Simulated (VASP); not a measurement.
Wanted: the native input for a VASP 6.6.1 run.

```yaml
Task: single point
Functional: r2SCAN
Potentials_or_basis: VASP PAW PBE potentials, release 64 (Ga_d)
Cutoff: 520 eV
k_mesh: 8 × 8 × 7
Occupations: methfessel-paxton, width 0.01 eV
Spin: no spin polarisation
Dipole_correction: no
Further_INCAR_settings: ALGO = Normal; EDIFF = 1e-06; NBANDS = 34
```

The system is Ga.

```
CELL_PARAMETERS angstrom
2.23185 -3.79323 0.00000
2.23185 3.79323 0.00000
0.00000 0.00000 4.53464
ATOMIC_POSITIONS crystal
Ga 0.84423 0.15577 0.08558
Ga 0.65577 0.34423 0.58558
Ga 0.15577 0.84423 0.91442
Ga 0.34423 0.65577 0.41442
```

These files were run (other wordings do the same):

POSCAR

```
Ga
1.0
    2.2318501700     -3.7932285796      0.0000000000
    2.2318501700      3.7932285796      0.0000000000
    0.0000000000      0.0000000000      4.5346411306
Ga
4
Direct
    0.8442341977      0.1557658023      0.0855794111
    0.6557658023      0.3442341977      0.5855794111
    0.1557658023      0.8442341977      0.9144205889
    0.3442341977      0.6557658023      0.4144205889
```

INCAR.step1

```
SYSTEM = Ga
PREC     = Accurate       ! precision mode
ENCUT    = 520            ! plane-wave cutoff, eV
ISMEAR   = 1              ! smearing method
SIGMA    = 0.01           ! smearing width, eV
LREAL    = .False.        ! projectors in reciprocal space
LASPH    = .True.         ! aspherical terms in the spheres
NELM     = 80             ! most SCF steps
NBANDS   = 34             ! bands
GGA      = PE             ! functional
ALGO     = Normal         ! electronic algorithm
EDIFF    = 1E-4           ! SCF threshold, eV
LWAVE    = .True.         ! write WAVECAR
LCHARG   = .False.        ! write CHGCAR
```

INCAR.step2

```
SYSTEM = Ga
PREC     = Accurate       ! precision mode
ENCUT    = 520            ! plane-wave cutoff, eV
EDIFF    = 1E-6           ! SCF threshold, eV
ISMEAR   = 1              ! smearing method
SIGMA    = 0.01           ! smearing width, eV
LREAL    = .False.        ! projectors in reciprocal space
LASPH    = .True.         ! aspherical terms in the spheres
NELM     = 80             ! most SCF steps
ALGO     = Normal         ! electronic algorithm
ISIF     = 2              ! what is computed and relaxed
LWAVE    = .False.        ! write WAVECAR
LCHARG   = .True.         ! write CHGCAR
METAGGA  = R2SCAN         ! meta-GGA
LMIXTAU  = .True.       
LELF     = .True.         ! ELF
LVHAR    = .True.       
NBANDS   = 34             ! bands
ISTART   = 1
```

KPOINTS

```
regular mesh
0
Gamma
  8 8 7
  0 0 0
```

Potentials or basis: VASP PAW PBE potentials, release 64 (Ga_d).

Run with:

```console
$ cat potpaw_PBE.64/Ga_d/POTCAR > POTCAR
$ cp INCAR.step1 INCAR
$ mpirun -np 1 vasp_std > vasp.out
$ cp INCAR.step2 INCAR
$ mpirun -np 1 vasp_std > vasp.out
```

Results of the run:

- Pressure: 0.1 GPa
- Largest force: 0.010 eV/Å
- Band gap on the k mesh: zero (bands 26 and 27 overlap by 1.05 eV)

Caveat: the PAW data sets were made with another functional, which shifts forces and pressure a little.

Wall time 4.6 min on 1 thread of Intel(R) Xeon(R) 6975P-C (Granite Rapids) (shared host), peak memory 0.31 GiB.
